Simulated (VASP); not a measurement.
# SnSe (anti NiAs type) (P6_3/mmc) in VASP: a series of runs

The runs below take SnSe (anti NiAs type) through single point, relaxation of cell and atoms, with PBE.

All numbers are computed with VASP 6.6.1; they aren't measurements. Logs are shortened: lines on timing, memory, paths and dates and some standing lists are left out, and cuts for length are marked.

## (1) The cell of the first run

Symmetry: P6_3/mmc, No. 194, hexagonal system. The conventional cell has a = 3.269 Å, b = 3.269 Å, c = 7.641 Å, α = 90.00°, β = 90.00°, γ = 120.00°. Se (site symmetry -3m) has 6 Sn at 2.69 Å and 6 Se at 3.27 Å within 3.5 Å. Within 3.5 Å of Sn (site symmetry -6m2) lie 6 Se at 2.69 Å and 6 Sn at 3.27 Å.

## (2) Single point, PBE

File INCAR:

```
SYSTEM = SnSe
ALGO = Normal
EDIFF = 1E-6
ENCUT = 520
GGA = PE
ISIF = 2
ISMEAR = -1
LASPH = .TRUE.
LCHARG = .FALSE.
LREAL = .FALSE.
LWAVE = .FALSE.
NBANDS = 28
NELM = 60
PREC = Accurate
SIGMA = 0.1
```

File KPOINTS:

```
k-points
0
G
  11 11 6
  0 0 0
```

File POSCAR:

```
SnSe
1.0
    3.2694836562      0.0000000000      0.0000000000
   -1.6347418281      2.8314559036      0.0000000000
    0.0000000000      0.0000000000      7.6414057685
Se Sn
2 2
Direct
    0.0000000000      0.0000000000      0.0000000000
    0.0000000000      0.0000000000      0.5000000000
    0.3333333333      0.6666666667      0.2500000000
    0.6666666667      0.3333333333      0.7500000000
```

Potentials or basis: VASP PAW PBE potentials, release 64 (Se, Sn_d).

Launch:

```sh
$ cat potpaw_PBE.64/Se/POTCAR potpaw_PBE.64/Sn_d/POTCAR > POTCAR
$ mpirun -np 1 vasp_std > vasp.out
```

OUTCAR:

```text
SYSTEM = SnSe
   EDIFF = 1E-6
   ENCUT = 520
   GGA = PE
   ISIF = 2
   ISMEAR = -1
   LASPH = .TRUE.
   LREAL = .FALSE.
   NELM = 60
   PREC = Accurate

 ion  position               nearest neighbor table
   1  0.000  0.000  0.000-   3 2.69   4 2.69   4 2.69   3 2.69   4 2.69   3 2.69
   2  0.000  0.000  0.500-   3 2.69   4 2.69   4 2.69   3 2.69   4 2.69   3 2.69
   3  0.333  0.667  0.250-   1 2.69   2 2.69   1 2.69   2 2.69   1 2.69   2 2.69
   4  0.667  0.333  0.750-   1 2.69   2 2.69   1 2.69   2 2.69   1 2.69   2 2.69

  LATTYP: Found a hexagonal cell.
 ALAT       =     3.2694836562
 C/A-ratio  =     2.3371903860

  Lattice vectors:

 A1 = (   3.2694836562,   0.0000000000,   0.0000000000)
 A2 = (  -1.6347418281,   2.8314559036,   0.0000000000)
 A3 = (   0.0000000000,   0.0000000000,   7.6414057685)

Analysis of symmetry for initial positions (statically):
=====================================================================
 Subroutine PRICEL returns:
 Original cell was already a primitive cell.

 Routine SETGRP: Setting up the symmetry group for a
 hexagonal supercell.

 Subroutine GETGRP returns: Found 24 space group operations
 (whereof 12 operations were pure point group operations)
 out of a pool of 24 trial point group operations.

The static configuration has the point symmetry D_3d.
 The point group associated with its full space group is D_6h.

Analysis of symmetry for dynamics (positions and initial velocities):
=====================================================================
 Subroutine PRICEL returns:
 Original cell was already a primitive cell.

 Routine SETGRP: Setting up the symmetry group for a
 hexagonal supercell.

 Subroutine GETGRP returns: Found 24 space group operations
 (whereof 12 operations were pure point group operations)
 out of a pool of 24 trial point group operations.

The dynamic configuration has the point symmetry D_3d.
 The point group associated with its full space group is D_6h.

 Subroutine INISYM returns: Found 24 space group operations
 (whereof 12 operations are pure point group operations),
 and found     1 'primitive' translations

----------------------------------------------------------------------------------------

                                     Primitive cell

  volume of cell :      70.7395

  direct lattice vectors                    reciprocal lattice vectors
     3.269483656  0.000000000  0.000000000     0.305858694  0.176587599  0.000000000
    -1.634741828  2.831455904  0.000000000     0.000000000  0.353175198  0.000000000
     0.000000000  0.000000000  7.641405769     0.000000000  0.000000000  0.130865973

  length of vectors
     3.269483656  3.269483656  7.641405769     0.353175198  0.353175198  0.130865973

  position of ions in fractional coordinates (direct lattice)
     0.000000000  0.000000000  0.000000000
     0.000000000  0.000000000  0.500000000
     0.333333333  0.666666667  0.250000000
     0.666666667  0.333333333  0.750000000

  ion indices of the primitive-cell ions
   primitive index   ion index
                 1           1
                 2           2
                 3           3
                 4           4

----------------------------------------------------------------------------------------

 KPOINTS: k-points

Automatic generation of k-mesh.
 Grid dimensions read from file:
 generate k-points for:   11   11    6

 Generating k-lattice:

  Cartesian coordinates                     Fractional coordinates (reciprocal lattice)
     0.027805336  0.016053418  0.000000000     0.090909091  0.000000000  0.000000000
     0.000000000  0.032106836  0.000000000     0.000000000  0.090909091  0.000000000
     0.000000000  0.000000000  0.021810995     0.000000000  0.000000000  0.166666667

  Length of vectors
     0.032106836  0.032106836  0.021810995

  Shift w.r.t. Gamma in fractional coordinates (k-lattice)
     0.000000000  0.000000000  0.000000000

 Subroutine IBZKPT returns following result:
 ===========================================

 Found     64 irreducible k-points:

 Following reciprocal coordinates:
            Coordinates               Weight
  0.000000  0.000000  0.000000      1.000000
  0.090909  0.000000  0.000000      6.000000
  0.181818  0.000000  0.000000      6.000000
  0.272727  0.000000  0.000000      6.000000
  0.363636  0.000000  0.000000      6.000000
  0.454545  0.000000  0.000000      6.000000
[... 16 lines left out ...]
  0.090909  0.090909  0.166667     12.000000
  0.181818  0.090909  0.166667     24.000000
 [... further k-points ...]
   k-points           NKPTS =     64   k-points in BZ     NKDIM =     64   number of bands    NBANDS=     28
   number of dos      NEDOS =    301   number of ions     NIONS =      4
   total plane-waves  NPLWV =  34560
   dimension x,y,z NGX =    24 NGY =   24 NGZ =   60
   dimension x,y,z NGXF=    48 NGYF=   48 NGZF=  120
   ions per type =               2   2
   NGX,Y,Z   is equivalent  to a cutoff of  12.20, 12.20, 13.05 a.u.
   NGXF,Y,Z  is equivalent  to a cutoff of  24.41, 24.41, 26.11 a.u.
 SYSTEM =  SnSe
   PREC   = accura    normal or accurate (medium, high low for compatibility)
   ISTART =      0    job   : 0-new  1-cont  2-samecut
   ICHARG =      2    charge: 1-file 2-atom 10-const
   ISPIN  =      1    spin polarized calculation?
   LNONCOLLINEAR =      F non collinear calculations
   LSORBIT =      F    spin-orbit coupling
   LASPH  =      T    aspherical Exc in radial PAW
   ENCUT  =  520.0 eV  38.22 Ry    6.18 a.u.   6.08  6.08 14.21*2*pi/ulx,y,z
   NELM   =     60;   NELMIN=  2; NELMDL= -5     # of ELM steps
   EDIFF  = 0.1E-05   stopping-criterion for ELM
   LREAL  =      F    real-space projection
   EDIFFG = 0.1E-04   stopping-criterion for IOM
   NSW    =      0    number of steps for IOM
   IBRION =     -1    ionic relax: 0-MD 1-quasi-New 2-CG
   NFREE  =      0    steps in history (QN), initial steepest desc. (CG)
   ISIF   =      2    stress and relaxation
   ISYM   =      2    0-nonsym 1-usesym 2-fastsym
   POTIM  = 0.5000    time-step for ionic-motion
   TEBEG  =    0.0;   TEEND  =   0.0 temperature during run
   PSTRESS=    0.0 pullay stress
   NELECT =      40.0000    total number of electrons
   NUPDOWN=      -1.0000    fix difference up-down
   EMIN   =  10.00;   EMAX   =-10.00  energy-range for DOS
   EFERMI =   0.00;   METHOD = LEGACY
   ISMEAR =    -1;   SIGMA  =   0.10  broadening in eV -4-tet -1-fermi 0-gaus
   EFERMI_NEDOS =   21; number of points for ismear=-14 and -15
   IALGO  =     38    algorithm
   IMIX   =      4    mixing-type and parameters
     AMIX     =   0.40;   BMIX     =  1.00
     AMIX_MAG =   1.60;   BMIX_MAG =  1.00
  volume/ion in A,a.u.               =      17.68       119.34
  Fermi-wavevector in a.u.,A,eV,Ry     =   1.353757  2.558230 24.934830  1.832658
  Thomas-Fermi vector in A             =   2.480986
   LORBIT       =      0    0 simple, 1 ext, 2 COOP (PROOUT), +10 PAW based schemes
   GGA     = PE    functional components
   LHFCALC =     F    Hartree Fock is set to
   AEXX    =    0.0000 exact exchange contribution
   IVDW    =     0    specifies the selected vdW correction
   LEPSILON=     F    determine dielectric tensor
   LRPA    =     F    only Hartree local field effects (RPA)
 non-spin polarized calculation
  energy-cutoff  :      520.00
  volume of cell :       70.74
 maximum number of plane-waves:      1938
   NGX = 13   NGY = 13   NGZ = 29

 number of electron      40.0000012 magnetization

 Free energy of the ion-electron system (eV)
  ---------------------------------------------------
  ext. energy  EPLUGINS =         0.00000000
  ---------------------------------------------------
  free energy    TOTEN  =       -12.31745268 eV

  energy without entropy =      -12.28393388  energy(sigma->0) =      -12.30069328

 E-fermi :  11.0045     XC(G=0): -11.8046

 val. band max:       10.9579080867   @ k =   0.2727   0.2727   0.1667
 cond. band min:      11.0160835066   @ k =   0.0909   0.0000   0.5000
 fundamental gap:      0.0581754199
 Fermi energy:        11.0045498397

 k-point     1 :       0.0000    0.0000    0.0000
  band No.  band energies     occupation
      1     -10.9663      2.00000
      2     -10.9313      2.00000
      3     -10.9257      2.00000
      4     -10.9257      2.00000
      5     -10.9207      2.00000
      6     -10.9207      2.00000
[... 20 lines left out ...]
     27      19.6393      0.00000
     28      19.8978      0.00000

 k-point     2 :       0.0909    0.0000    0.0000
  band No.  band energies     occupation
      1     -10.9574      2.00000
      2     -10.9342      2.00000
      3     -10.9237      2.00000
      4     -10.9178      2.00000
      5     -10.9098      2.00000
      6     -10.9051      2.00000
[... 20 lines left out ...]
     27      18.1327      0.00000
     28      19.9693      0.00000

 k-point     3 :       0.1818    0.0000    0.0000
  band No.  band energies     occupation
      1     -10.9544      2.00000
      2     -10.9536      2.00000
      3     -10.9103      2.00000
      4     -10.8925      2.00000
      5     -10.8863      2.00000
      6     -10.8666      2.00000
[... 20 lines left out ...]
     27      18.0194      0.00000
     28      18.7502      0.00000

 k-point     4 :       0.2727    0.0000    0.0000
  band No.  band energies     occupation
      1     -10.9794      2.00000
      2     -10.9729      2.00000
      3     -10.9508      2.00000
      4     -10.9054      2.00000
      5     -10.8705      2.00000
      6     -10.8531      2.00000
[... 578 lines left out ...]
     27      17.6619      0.00000
     28      19.5514      0.00000

 k-point    23 :       0.0909    0.0909    0.1667
  band No.  band energies     occupation
      1     -10.9402      2.00000
      2     -10.9367      2.00000
      3     -10.9307      2.00000
      4     -10.9174      2.00000
      5     -10.8768      2.00000
      6     -10.8747      2.00000
[... 20 lines left out ...]
     27      17.9303      0.00000
     28      19.0728      0.00000

 k-point    24 :       0.1818    0.0909    0.1667
  band No.  band energies     occupation
      1     -10.9545      2.00000
      2     -10.9498      2.00000
      3     -10.9260      2.00000
      4     -10.9062      2.00000
      5     -10.8906      2.00000
      6     -10.8843      2.00000
[... 20 lines left out ...]
     27      18.4289      0.00000
     28      18.7231      0.00000

 [... further k-points ...]
[... 5 lines left out ...]
  --------------------------------------------------------------------------------------
  -------------------------------------------------------------------------------------
  Total       19.4900289     19.4900289     19.5435280      0.0000000     -0.0000000      0.0000000
  in kB      441.4289696    441.4289696    442.6406678      0.0000000     -0.0000000      0.0000000
  external PRESSURE =     441.8328690 kB  Pullay stress =       0.0000000 kB

 VOLUME and BASIS-vectors are now :
 -----------------------------------------------------------------------------
  energy-cutoff  :      520.00
  volume of cell :       70.74
      direct lattice vectors                 reciprocal lattice vectors
     3.269483656  0.000000000  0.000000000     0.305858694  0.176587599  0.000000000
    -1.634741828  2.831455904  0.000000000     0.000000000  0.353175198  0.000000000
     0.000000000  0.000000000  7.641405769     0.000000000  0.000000000  0.130865973

 POSITION                                       TOTAL-FORCE (eV/Angst)
 -----------------------------------------------------------------------------------
      0.00000      0.00000      0.00000         0.000000      0.000000      0.000000
      0.00000      0.00000      3.82070         0.000000      0.000000      0.000000
     -0.00000      1.88764      1.91035         0.000000     -0.000000     -0.000000
      1.63474      0.94382      5.73105        -0.000000      0.000000      0.000000
 -----------------------------------------------------------------------------------
    total drift:                               -0.000000      0.000000     -0.000000

  FREE ENERGIE OF THE ION-ELECTRON SYSTEM (eV)
  ---------------------------------------------------
  free  energy   TOTEN  =       -12.3174526826 eV

  energy  without entropy=      -12.2839338778  energy(sigma->0) =      -12.30069328
```

Run time: 40 s. Hardware: 1 thread of Intel Xeon 6975P-C (Granite Rapids), shared host; peak memory 0.24 GiB.

Results:

```yaml
Free_energy: -12.3175 eV
Pressure: 44.2 GPa
Band_gap_on_the_k_mesh: zero (band 20 reaches 14.32 eV, above the bottom of band 21 at 10.01 eV)
```

Stress tensor (GPa, compression positive):
```
44.14  0.00  0.00
 0.00 44.14  0.00
 0.00  0.00 44.26
```

Caveat: spin-orbit coupling is left out, which moves the levels of the heavy elements.

## (3) Single point, PBE

File INCAR:

```
PREC = Accurate
ENCUT = 520
EDIFF = 1E-7
ISMEAR = -1
SIGMA = 0.1
LREAL = F
LASPH = T
NELM = 60
ALGO = Normal
ISIF = 2
LWAVE = F
LCHARG = F
GGA = PE
NBANDS = 28
```

File KPOINTS:

```
regular mesh
0
Gamma
  11 11 6
```

POSCAR is that of step 2.

Potentials or basis: VASP PAW PBE potentials, release 64 (Se, Sn_d).

Launch:

```sh
$ cat potpaw_PBE.64/Se/POTCAR potpaw_PBE.64/Sn_d/POTCAR > POTCAR
$ mpirun -np 1 vasp_std > vasp.out
```

Run time: 44 s. Hardware: 1 thread of Intel Xeon 6975P-C (Granite Rapids), shared host; peak memory 0.24 GiB.

It converged, with:

| Property | Result |
| --- | --- |
| Free energy | -12.3175 eV |
| Pressure | 44.2 GPa |
| Band gap on the k mesh | zero (band 20 reaches 14.32 eV, above the bottom of band 21 at 10.01 eV) |

Stress tensor (GPa, compression positive):
```
44.15  0.00  0.00
 0.00 44.15  0.00
 0.00  0.00 44.27
```

Levels at points of the mesh, in eV from the Fermi level:
```
           k point  band 16  band 17  band 18  band 19  band 20  band 21  band 22  band 23  band 24  band 25
(0.00, 0.00, 0.00)    -0.69    -0.69    -0.17    -0.17     3.31     4.24     4.66     4.78     4.78     7.59
(0.00, 0.00, 0.50)    -0.72    -0.45    -0.45    -0.45    -0.45     5.34     5.34     5.80     5.80     5.80
```

Caveat: spin-orbit coupling is left out, which moves the levels of the heavy elements.

## (4) Relaxation of cell and atoms, PBE, target pressure 44 GPa, at which the enthalpy is minimised

This run uses another cell than the first one, of 18.82 Å³/atom, 1.064 times its volume.

File INCAR:

```
SYSTEM = SnSe
ALGO = Normal
EDIFF = 1E-6
EDIFFG = -0.005
ENCUT = 600
GGA = PE
IBRION = 2
ISIF = 3
ISMEAR = -1
LASPH = .TRUE.
LCHARG = .FALSE.
LREAL = .FALSE.
LWAVE = .FALSE.
NELM = 80
NSW = 60
PREC = Accurate
PSTRESS = 440.0
SIGMA = 0.1
```

File KPOINTS:

```
k-points
0
G
  11 11 6
  0 0 0
```

File POSCAR:

```
SnSe
1.0
    3.8278268856      0.0000000000      0.0000000000
   -1.9139134428      3.3149953242      0.0000000000
    0.0000000000      0.0000000000      5.9331316726
Se Sn
2 2
Direct
    0.0000000000      0.0000000000      0.0000000000
    0.0000000000      0.0000000000      0.5000000000
    0.3333333333      0.6666666667      0.2500000000
    0.6666666667      0.3333333333      0.7500000000
```

Launch:

```sh
$ cat potpaw_PBE.64/Se/POTCAR potpaw_PBE.64/Sn_d/POTCAR > POTCAR
$ mpirun -np 1 vasp_std > vasp.out
```

Run time: 9.3 min. Hardware: 1 thread of AMD EPYC 9R45 (Zen 5), shared host; peak memory 0.28 GiB.

It converged, with:

```
Free energy                                            : -12.3340 eV
Relaxed volume                                         : 17.70 Å³/atom
Relaxed cell                                           : a = 3.270 Å, b = 3.270 Å, c = 7.644 Å, α = 90.00°, β = 90.00°, γ = 120.00°
Space group after relaxing (to 0.05 Å)                 : P6_3/mmc (No. 194)
Energy change on relaxing (the enthalpy is what falls) : -140.5 meV/atom
Ionic steps                                            : 13
Pressure after relaxing                                : 44.0 GPa
Band gap on the k mesh                                 : zero (band 20 reaches 14.30 eV, above the bottom of band 21 at 9.99 eV)
```

Step by step:
```tsv
step	energy change (eV)	largest force (eV/Å)	pressure (GPa)	volume (Å³)
1	0.0000	0.0000	45.11	75.29
2	-1.0843	0.0000	39.40	76.20
3	-1.5634	0.0000	35.49	76.19
4	-1.1250	0.0000	32.22	73.89
5	-1.6628	0.0000	32.41	75.49
6	1.3031	0.0000	61.41	65.24
7	-0.6579	0.0000	42.08	71.19
8	-0.6289	0.0000	42.40	71.09
9	-0.5185	0.0000	44.59	70.65
10	-0.5381	0.0000	44.21	70.72
11	-0.5402	0.0000	44.18	70.73
12	-0.5708	0.0000	43.91	70.84
13	-0.5622	0.0000	44.00	70.81
```

Final structure:
```cif
data_structure
_symmetry_space_group_name_H-M 'P 1'
_symmetry_Int_Tables_number 1
_cell_length_a 3.2704
_cell_length_b 3.2704
_cell_length_c 7.6444
_cell_angle_alpha 90.000
_cell_angle_beta 90.000
_cell_angle_gamma 120.000
_cell_volume 70.81
loop_
_atom_site_label
_atom_site_type_symbol
_atom_site_fract_x
_atom_site_fract_y
_atom_site_fract_z
_atom_site_occupancy
Se1 Se 0.00000 0.00000 0.00000 1
Se2 Se 0.00000 0.00000 0.50000 1
Sn1 Sn 0.33333 0.66667 0.25000 1
Sn2 Sn 0.66667 0.33333 0.75000 1
```

Levels at points of the mesh, in eV from the Fermi level:
| k point | band 18 | band 19 | band 20 | band 21 | band 22 | band 23 |
| --- | --- | --- | --- | --- | --- | --- |
| (0.00, 0.00, 0.00) | -0.16 | -0.16 | 3.31 | 4.23 | 4.66 | 4.78 |
| (0.00, 0.00, 0.50) | -0.45 | -0.45 | -0.45 | 5.35 | 5.35 | 5.79 |

Caveat: the cell is relaxed towards a set pressure, so the enthalpy falls and the energy may rise; spin-orbit coupling is left out, which moves the levels of the heavy elements.
